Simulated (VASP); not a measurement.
KBr: single point with PBE-based screened hybrid with 40 % exact exchange

KBr:

```xyz
2
Lattice="0.0000 3.3022 3.3022 3.3022 0.0000 3.3022 3.3022 3.3022 0.0000" Properties=species:S:1:pos:R:3 pbc="T T T"
K     0.0000    0.0000    0.0000
Br    3.3022    3.3022    3.3022
```

```
Program                            : VASP 6.6.1
Task                               : single point
Functional                         : PBE-based screened hybrid with 40 % exact exchange
Potentials or basis                : VASP PAW PBE potentials, release 64 (K_sv, Br)
Cutoff                             : 520 eV
k mesh                             : 4 × 4 × 4
Occupations                        : gaussian, width 0.01 eV
Spin                               : no spin polarisation
Dipole correction                  : no
Grid for exact exchange (PRECFOCK) : Normal
Share of exact exchange            : 0.4
Further INCAR settings             : ALGO = Normal; EDIFF = 1e-07; NBANDS = 15
Screening parameter                : 0.1 1/Å
```

| Quantity | Value |
| --- | --- |
| Pressure | 0.2 GPa |
| Band gap on the k mesh | 6.87 eV |

Levels at points of the mesh, in eV from the valence-band top:
```tsv
k point	band 4	band 5	band 6	band 7	band 8	band 9	band 10	band 11	band 12	band 13
(0.00, 0.00, 0.00)	-12.61	-12.61	0.00	0.00	0.00	6.87	10.39	10.39	10.39	11.43
(0.50, 0.00, 0.00)	-12.61	-12.35	-1.28	-0.36	-0.36	9.02	10.99	12.77	12.77	12.98
(0.50, 0.50, 0.00)	-12.65	-12.65	-0.92	-0.33	-0.33	8.37	9.87	12.12	12.57	12.92
```

Run time: 20 min on 1 thread of Intel Xeon 8259CL (shared host), peak memory 0.32 GiB.

Caveat: the PAW data sets were made with another functional, which shifts forces and pressure a little.
